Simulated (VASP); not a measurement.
# AlN: single point with PBE

Crystal: AlN.

```
CELL_PARAMETERS angstrom
3.37643 0.00000 0.00000
-1.68821 2.92407 0.00000
0.00000 0.00000 4.43762
ATOMIC_POSITIONS crystal
Al 0.33333 0.66667 0.75000
Al 0.66667 0.33333 0.25000
N 0.33333 0.66667 0.25000
N 0.66667 0.33333 0.75000
```

```yaml
Program: VASP 6.6.1
Task: single point
Functional: PBE
Potentials_or_basis: VASP PAW PBE potentials, release 64 (Al, N)
Cutoff: 520 eV
k_mesh: 9 × 9 × 6
Occupations: gaussian, width 0.02 eV
Spin: no spin polarisation
Dipole_correction: no
Further_INCAR_settings: ALGO = Normal; EDIFF = 1e-07; NBANDS = 16
```

The pressure is -15.3 GPa and the band gap on the k mesh is 2.42 eV.

Stress tensor (GPa, compression positive):
```
-15.41   0.00   0.00
  0.00 -15.41   0.00
  0.00   0.00 -15.05
```

Levels at points of the mesh, in eV from the valence-band top:
```csv
k point,band 4,band 5,band 6,band 7,band 8,band 9,band 10,band 11,band 12,band 13
"(0.00, 0.00, 0.00)",-3.03,-3.03,-1.65,-1.65,0.00,2.42,3.68,7.83,7.83,10.33
"(0.00, 0.00, 0.50)",-3.68,-2.37,-2.37,-2.37,-2.37,4.91,4.91,8.10,8.10,8.10
```

It took 41 s on 1 thread of Intel Xeon 8259CL (shared host), peak memory 0.18 GiB.

Caveat: the cell stands under tension.
